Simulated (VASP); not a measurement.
# Mg2Si3N (Cmmm) in VASP: a series of runs

The runs below take Mg2Si3N through single point, relaxation of cell and atoms, with PBE.

All numbers are computed with VASP 6.6.1; they aren't measurements. Logs are shortened: lines on timing, memory, paths and dates and some standing lists are left out, and cuts for length are marked.

### 1 The cell of the first run

It takes space group Cmmm (No. 65, orthorhombic). Conventional cell: a = 4.910 Å, b = 8.836 Å, c = 4.052 Å, α = 90.00°, β = 90.00°, γ = 90.00°. Mg (site symmetry 2/m) has 6 Si at 2.45 to 2.53 Å and 2 Mg at 2.45 Å within 3.2 Å. Within 3.2 Å of Si (site symmetry m2m) lie 4 Mg at 2.45 Å and 5 Si at 2.56 to 3.14 Å and 3 N at 2.85 to 2.92 Å. Within 3.3 Å of Si (site symmetry mmm) lie 4 Mg at 2.53 Å and 4 Si at 2.56 Å and 4 N at 3.18 Å. N (site symmetry mmm) has 10 Si at 2.85 to 3.18 Å and 8 Mg at 3.24 Å within 3.7 Å.

### 2 Single point, PBE

INCAR

```
PREC = Accurate
ENCUT = 520
EDIFF = 1E-6
ISMEAR = 0
SIGMA = 0.1
LREAL = False
LASPH = True
NELM = 80
ALGO = Normal
ISIF = 2
LWAVE = False
LCHARG = True
GGA = PE
LELF = True
LVHAR = True
NBANDS = 20
```

KPOINTS

```
regular mesh
0
Gamma
  4 4 4
```

POSCAR

```
Mg2Si3N
1.0
    2.4548696900     -4.4180069900      0.0000000000
    2.4548696900      4.4180069900      0.0000000000
    0.0000000000      0.0000000000      4.0517806500
Mg Si N
2 3 1
Direct
    0.5000000000      0.0000000000      0.5000000000
    0.0000000000      0.5000000000      0.5000000000
    0.6779564000      0.3220436000      0.0000000000
    0.3220436000      0.6779564000      0.0000000000
    0.5000000000      0.5000000000      0.5000000000
    0.0000000000      0.0000000000      0.0000000000
```

Potentials or basis: VASP PAW PBE potentials, release 64 (Mg, Si, N).

Run with:

```bash
$ cat potpaw_PBE.64/Mg/POTCAR potpaw_PBE.64/Si/POTCAR potpaw_PBE.64/N/POTCAR > POTCAR
$ mpirun -np 1 vasp_std > vasp.out
```

OUTCAR:

```text
PREC = Accurate
   ENCUT = 520
   EDIFF = 1E-6
   ISMEAR = 0
   LREAL = False
   LASPH = True
   NELM = 80
   ISIF = 2
   GGA = PE

 ion  position               nearest neighbor table
   1  0.500  0.000  0.500-   3 2.45   4 2.45   3 2.45   4 2.45   2 2.45   2 2.45   5 2.53   5 2.53

   2  0.000  0.500  0.500-   3 2.45   4 2.45   3 2.45   4 2.45   1 2.45   1 2.45   5 2.53   5 2.53

   3  0.678  0.322  0.000-   1 2.45   2 2.45   1 2.45   2 2.45   5 2.56   5 2.56   4 2.77   4 2.77
                             4 3.14
   4  0.322  0.678  0.000-   1 2.45   2 2.45   1 2.45   2 2.45   5 2.56   5 2.56   3 2.77   3 2.77
                             3 3.14
   5  0.500  0.500  0.500-   1 2.53   2 2.53   1 2.53   2 2.53   3 2.56   4 2.56   3 2.56   4 2.56

   6  0.000  0.000  0.000-

  LATTYP: Found a base centered orthorhombic cell.
 ALAT       =     4.9097393800
 B/A-ratio  =     1.7996910418
 C/A-ratio  =     0.8252537123

  Lattice vectors:

 A1 = (   2.4548696900,  -4.4180069900,   0.0000000000)
 A2 = (   2.4548696900,   4.4180069900,   0.0000000000)
 A3 = (   0.0000000000,   0.0000000000,   4.0517806500)

Analysis of symmetry for initial positions (statically):
=====================================================================
 Subroutine PRICEL returns:
 Original cell was already a primitive cell.

 Routine SETGRP: Setting up the symmetry group for a
 base centered orthorhombic supercell.

 Subroutine GETGRP returns: Found  8 space group operations
 (whereof  8 operations were pure point group operations)
 out of a pool of  8 trial point group operations.

The static configuration has the point symmetry D_2h.

Analysis of symmetry for dynamics (positions and initial velocities):
=====================================================================
 Subroutine PRICEL returns:
 Original cell was already a primitive cell.

 Routine SETGRP: Setting up the symmetry group for a
 base centered orthorhombic supercell.

 Subroutine GETGRP returns: Found  8 space group operations
 (whereof  8 operations were pure point group operations)
 out of a pool of  8 trial point group operations.

The dynamic configuration has the point symmetry D_2h.

 Subroutine INISYM returns: Found  8 space group operations
 (whereof  8 operations are pure point group operations),
 and found     1 'primitive' translations

----------------------------------------------------------------------------------------

                                     Primitive cell

  volume of cell :      87.8882

  direct lattice vectors                    reciprocal lattice vectors
     2.454869690 -4.418006990  0.000000000     0.203676799 -0.113173203  0.000000000
     2.454869690  4.418006990  0.000000000     0.203676799  0.113173203  0.000000000
     0.000000000  0.000000000  4.051780650     0.000000000  0.000000000  0.246805068

  length of vectors
     5.054223082  5.054223082  4.051780650     0.233007322  0.233007322  0.246805068

  position of ions in fractional coordinates (direct lattice)
     0.500000000  0.000000000  0.500000000
     0.000000000  0.500000000  0.500000000
     0.677956400  0.322043600  0.000000000
     0.322043600  0.677956400  0.000000000
     0.500000000  0.500000000  0.500000000
     0.000000000  0.000000000  0.000000000

  ion indices of the primitive-cell ions
   primitive index   ion index
                 1           1
                 2           2
                 3           3
                 4           4
                 5           5
                 6           6

----------------------------------------------------------------------------------------

 KPOINTS: regular mesh

Automatic generation of k-mesh.
 Grid dimensions read from file:
 generate k-points for:    4    4    4

 Generating k-lattice:

  Cartesian coordinates                     Fractional coordinates (reciprocal lattice)
     0.050919200 -0.028293301  0.000000000     0.250000000  0.000000000  0.000000000
     0.050919200  0.028293301  0.000000000     0.000000000  0.250000000  0.000000000
     0.000000000  0.000000000  0.061701267     0.000000000  0.000000000  0.250000000

  Length of vectors
     0.058251831  0.058251831  0.061701267

  Shift w.r.t. Gamma in fractional coordinates (k-lattice)
     0.000000000  0.000000000  0.000000000

 Subroutine IBZKPT returns following result:
 ===========================================

 Found     21 irreducible k-points:

 Following reciprocal coordinates:
            Coordinates               Weight
  0.000000  0.000000  0.000000      1.000000
  0.250000  0.000000  0.000000      4.000000
  0.500000  0.000000  0.000000      2.000000
  0.250000  0.250000  0.000000      2.000000
  0.500000  0.250000  0.000000      4.000000
 -0.250000  0.250000  0.000000      2.000000
[... 13 lines left out ...]
 -0.250000  0.250000  0.500000      2.000000
  0.500000  0.500000  0.500000      1.000000
   k-points           NKPTS =     21   k-points in BZ     NKDIM =     21   number of bands    NBANDS=     20
   number of dos      NEDOS =    301   number of ions     NIONS =      6
   total plane-waves  NPLWV =  48000
   dimension x,y,z NGX =    40 NGY =   40 NGZ =   30
   dimension x,y,z NGXF=    80 NGYF=   80 NGZF=   60
   ions per type =               2   3   1
   NGX,Y,Z   is equivalent  to a cutoff of  13.16, 13.16, 12.31 a.u.
   NGXF,Y,Z  is equivalent  to a cutoff of  26.31, 26.31, 24.62 a.u.
 SYSTEM =  unknown system
   PREC   = accura    normal or accurate (medium, high low for compatibility)
   ISTART =      0    job   : 0-new  1-cont  2-samecut
   ICHARG =      2    charge: 1-file 2-atom 10-const
   ISPIN  =      1    spin polarized calculation?
   LNONCOLLINEAR =      F non collinear calculations
   LSORBIT =      F    spin-orbit coupling
   LASPH  =      T    aspherical Exc in radial PAW
   ENCUT  =  520.0 eV  38.22 Ry    6.18 a.u.   9.40  9.40  7.53*2*pi/ulx,y,z
   NELM   =     80;   NELMIN=  2; NELMDL= -5     # of ELM steps
   EDIFF  = 0.1E-05   stopping-criterion for ELM
   LREAL  =      F    real-space projection
   EDIFFG = 0.1E-04   stopping-criterion for IOM
   NSW    =      0    number of steps for IOM
   IBRION =     -1    ionic relax: 0-MD 1-quasi-New 2-CG
   NFREE  =      0    steps in history (QN), initial steepest desc. (CG)
   ISIF   =      2    stress and relaxation
   ISYM   =      2    0-nonsym 1-usesym 2-fastsym
   POTIM  = 0.5000    time-step for ionic-motion
   TEBEG  =    0.0;   TEEND  =   0.0 temperature during run
   PSTRESS=    0.0 pullay stress
   NELECT =      21.0000    total number of electrons
   NUPDOWN=      -1.0000    fix difference up-down
   EMIN   =  10.00;   EMAX   =-10.00  energy-range for DOS
   EFERMI =   0.00;   METHOD = LEGACY
   ISMEAR =     0;   SIGMA  =   0.10  broadening in eV -4-tet -1-fermi 0-gaus
   EFERMI_NEDOS =   21; number of points for ismear=-14 and -15
   IALGO  =     38    algorithm
   IMIX   =      4    mixing-type and parameters
     AMIX     =   0.40;   BMIX     =  1.00
     AMIX_MAG =   1.60;   BMIX_MAG =  1.00
  volume/ion in A,a.u.               =      14.65        98.85
  Fermi-wavevector in a.u.,A,eV,Ry     =   1.015869  1.919714 14.041072  1.031990
  Thomas-Fermi vector in A             =   2.149180
   LORBIT       =      0    0 simple, 1 ext, 2 COOP (PROOUT), +10 PAW based schemes
   GGA     = PE    functional components
   LHFCALC =     F    Hartree Fock is set to
   AEXX    =    0.0000 exact exchange contribution
   IVDW    =     0    specifies the selected vdW correction
   LEPSILON=     F    determine dielectric tensor
   LRPA    =     F    only Hartree local field effects (RPA)
 non-spin polarized calculation
 Gauss-broadening in eV      SIGMA  =   0.10
  energy-cutoff  :      520.00
  volume of cell :       87.89
 maximum number of plane-waves:      2381
 NGX is ok and might be reduce to    40
   NGX = 19   NGY = 19   NGZ = 15

 number of electron      21.0000001 magnetization

 Free energy of the ion-electron system (eV)
  ---------------------------------------------------
  ext. energy  EPLUGINS =         0.00000000
  ---------------------------------------------------
  free energy    TOTEN  =       -19.23951260 eV

  energy without entropy =      -19.22030890  energy(sigma->0) =      -19.22991075

 E-fermi :   6.3287     XC(G=0): -10.3338

 val. band max:        6.2391465211   @ k =   0.2500   0.0000   0.2500
 cond. band min:       6.3527458147   @ k =   0.5000   0.2500   0.2500
 fundamental gap:      0.1135992936
 Fermi energy:         6.3286876868

 k-point     1 :       0.0000    0.0000    0.0000
  band No.  band energies     occupation
      1      -7.0311      2.00000
      2      -4.2211      2.00000
      3      -0.6581      2.00000
      4       0.4320      2.00000
      5       2.0688      2.00000
      6       2.5506      2.00000
[... 12 lines left out ...]
     19      12.6886      0.00000
     20      12.7484      0.00000

 k-point     2 :       0.2500    0.0000    0.0000
  band No.  band energies     occupation
      1      -6.7139      2.00000
      2      -4.4861      2.00000
      3      -1.8588      2.00000
      4       0.4046      2.00000
      5       2.3875      2.00000
      6       2.4075      2.00000
[... 12 lines left out ...]
     19      11.9979      0.00000
     20      13.7416      0.00000

 k-point     3 :       0.5000    0.0000    0.0000
  band No.  band energies     occupation
      1      -6.2206      2.00000
      2      -4.9222      2.00000
      3      -2.6535      2.00000
      4       0.1061      2.00000
      5       2.9265      2.00000
      6       3.3487      2.00000
[... 12 lines left out ...]
     19      13.3384      0.00000
     20      13.5692      0.00000

 k-point     4 :       0.2500    0.2500    0.0000
  band No.  band energies     occupation
      1      -6.2552      2.00000
      2      -4.7711      2.00000
      3      -2.9731      2.00000
      4       0.7792      2.00000
      5       2.6381      2.00000
      6       2.8870      2.00000
[... 12 lines left out ...]
     19      12.2094      0.00000
     20      13.2520      0.00000

 k-point     5 :       0.5000    0.2500    0.0000
  band No.  band energies     occupation
      1      -6.3203      2.00000
      2      -4.4497      2.00000
      3      -3.4332      2.00000
      4       1.0413      2.00000
      5       2.9482      2.00000
      6       2.9912      2.00000
[... 12 lines left out ...]
     19      12.1965      0.00000
     20      13.0038      0.00000

 k-point     6 :      -0.2500    0.2500    0.0000
  band No.  band energies     occupation
      1      -6.7441      2.00000
      2      -4.2949      2.00000
      3      -2.4378      2.00000
      4       1.4664      2.00000
      5       1.8505      2.00000
      6       2.4247      2.00000
[... 12 lines left out ...]
     19      12.4440      0.00000
     20      12.9196      0.00000

 k-point     7 :       0.5000    0.5000    0.0000
  band No.  band energies     occupation
      1      -6.3435      2.00000
      2      -4.3094      2.00000
      3      -3.6199      2.00000
      4       1.0496      2.00000
      5       3.2676      2.00000
      6       3.4770      2.00000
[... 12 lines left out ...]
     19      11.5928      0.00000
     20      14.1668      0.00000
[... 208 lines left out ...]
 k-point    17 :       0.5000    0.0000    0.5000
  band No.  band energies     occupation
      1      -6.0495      2.00000
      2      -2.8923      2.00000
      3      -2.7727      2.00000
      4      -1.2876      2.00000
      5       0.0307      2.00000
      6       1.6615      2.00000
[... 12 lines left out ...]
     19      13.6193      0.00000
     20      13.6639      0.00000

 k-point    18 :       0.2500    0.2500    0.5000
  band No.  band energies     occupation
      1      -6.0549      2.00000
      2      -2.7821      2.00000
      3      -2.7218      2.00000
      4      -1.6604      2.00000
      5       0.1717      2.00000
      6       2.2073      2.00000
[... 12 lines left out ...]
     19      13.3318      0.00000
     20      13.9683      0.00000

 k-point    19 :       0.5000    0.2500    0.5000
  band No.  band energies     occupation
      1      -6.0644      2.00000
      2      -2.7822      2.00000
      3      -2.6627      2.00000
      4      -1.6091      2.00000
      5      -0.3621      2.00000
      6       2.6976      2.00000
[... 12 lines left out ...]
     19      13.5371      0.00000
     20      14.2971      0.00000

 k-point    20 :      -0.2500    0.2500    0.5000
  band No.  band energies     occupation
      1      -6.2648      2.00000
      2      -3.0663      2.00000
      3      -2.8689      2.00000
      4      -0.3035      2.00000
      5       0.2400      2.00000
      6       2.4605      2.00000
[... 12 lines left out ...]
     19      13.9622      0.00000
     20      15.0806      0.00000

 k-point    21 :       0.5000    0.5000    0.5000
  band No.  band energies     occupation
      1      -6.0658      2.00000
      2      -3.0113      2.00000
      3      -2.4854      2.00000
      4      -1.1869      2.00000
      5      -0.8865      2.00000
      6       2.0833      2.00000
[... 12 lines left out ...]
     19      12.6716      0.00000
     20      13.2377      0.00000

------------------------ aborting loop because EDIFF is reached ----------------------------------------

  FORCE on cell =-STRESS in cart. coord.  units (eV):
  Direction    XX          YY          ZZ          XY          YZ          ZX
  --------------------------------------------------------------------------------------
  -------------------------------------------------------------------------------------
  Total       12.6126666      3.6242959     13.3468709      0.0000000      0.0000000      0.0000000
  in kB      229.9252859     66.0698723    243.3096195      0.0000000      0.0000000      0.0000000
  external PRESSURE =     179.7682592 kB  Pullay stress =       0.0000000 kB

 VOLUME and BASIS-vectors are now :
 -----------------------------------------------------------------------------
  energy-cutoff  :      520.00
  volume of cell :       87.89
      direct lattice vectors                 reciprocal lattice vectors
     2.454869690 -4.418006990  0.000000000     0.203676799 -0.113173203  0.000000000
     2.454869690  4.418006990  0.000000000     0.203676799  0.113173203  0.000000000
     0.000000000  0.000000000  4.051780650     0.000000000  0.000000000  0.246805068

 POSITION                                       TOTAL-FORCE (eV/Angst)
 -----------------------------------------------------------------------------------
      1.22743     -2.20900      2.02589        -0.000000      0.000000      0.000000
      1.22743      2.20900      2.02589        -0.000000      0.000000      0.000000
      2.45487     -1.57243      0.00000        -0.000000      0.772991     -0.000000
      2.45487      1.57243      0.00000        -0.000000     -0.772991     -0.000000
      2.45487      0.00000      2.02589        -0.000000      0.000000      0.000000
      0.00000      0.00000      0.00000         0.000000      0.000000      0.000000
 -----------------------------------------------------------------------------------
    total drift:                               -0.000000      0.000000      0.000000

  FREE ENERGIE OF THE ION-ELECTRON SYSTEM (eV)
  ---------------------------------------------------
  free  energy   TOTEN  =       -19.2395126043 eV

  energy  without entropy=      -19.2203089039  energy(sigma->0) =      -19.22991075
```

Run time: 48 s. Hardware: 1 thread of Intel Xeon 8259CL, shared host; peak memory 0.22 GiB.

Results:

* Free energy: -19.2395 eV
* Pressure: 18.0 GPa
* Largest force: 0.773 eV/Å

Forces in eV/Å, atoms in the order of the input:
```
Mg   0.000  0.000  0.000
Mg   0.000  0.000  0.000
Si   0.000  0.773  0.000
Si   0.000 -0.773  0.000
Si   0.000  0.000  0.000
N    0.000  0.000  0.000
```

Caveat: the k points lie up to 0.39 Å⁻¹ apart.

(Continued in part 2 of 3.)
